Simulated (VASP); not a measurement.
## In3Sb: single point with PBEsol

Crystal: In3Sb.

```
In Sb
1.0
     4.72366    0.00000    0.00000
     0.00000    4.72366    0.00000
     0.00000    0.00000    4.72366
In Sb
3 1
Direct
  0.50000 0.50000 0.00000
  0.50000 0.00000 0.50000
  0.00000 0.50000 0.50000
  0.00000 0.00000 0.00000
```

```json
{
  "Program": "VASP 6.6.1",
  "Task": "single point",
  "Functional": "PBEsol",
  "Potentials or basis": "VASP PAW PBE potentials, release 64 (In_d, Sb)",
  "Cutoff": "500 eV",
  "k mesh": "10 × 10 × 10",
  "Occupations": "gaussian, width 0.1 eV",
  "Spin": "no spin polarisation"
}
```

The pressure is 0.0 GPa and the band gap on the k mesh is zero (band 22 reaches 8.05 eV, above the bottom of band 23 at 4.16 eV).

Levels at points of the mesh, in eV from the Fermi level:
| k point | band 18 | band 19 | band 20 | band 21 | band 22 | band 23 | band 24 | band 25 | band 26 | band 27 |
| --- | --- | --- | --- | --- | --- | --- | --- | --- | --- | --- |
| (0.00, 0.00, 0.00) | -3.04 | -3.04 | -3.04 | -2.23 | -2.23 | 2.42 | 2.42 | 2.42 | 3.99 | 3.99 |
| (0.50, 0.00, 0.00) | -3.78 | -1.63 | -1.63 | -1.58 | -0.26 | -0.26 | 0.20 | 1.03 | 4.77 | 4.77 |
| (0.50, 0.50, 0.00) | -6.15 | -5.89 | -0.58 | -0.07 | 0.47 | 0.47 | 1.53 | 1.57 | 1.57 | 1.91 |
| (0.50, 0.50, 0.50) | -4.43 | -4.43 | -4.24 | -4.24 | -4.24 | -3.34 | 5.68 | 5.68 | 5.68 | 8.29 |

Run time: 2 min on 1 thread of Intel Xeon 8259CL (shared host), peak memory 0.3 GiB.

Caveat: the PAW data sets were made with another functional, which shifts forces and pressure a little; spin-orbit coupling is left out, which moves the levels of the heavy elements.
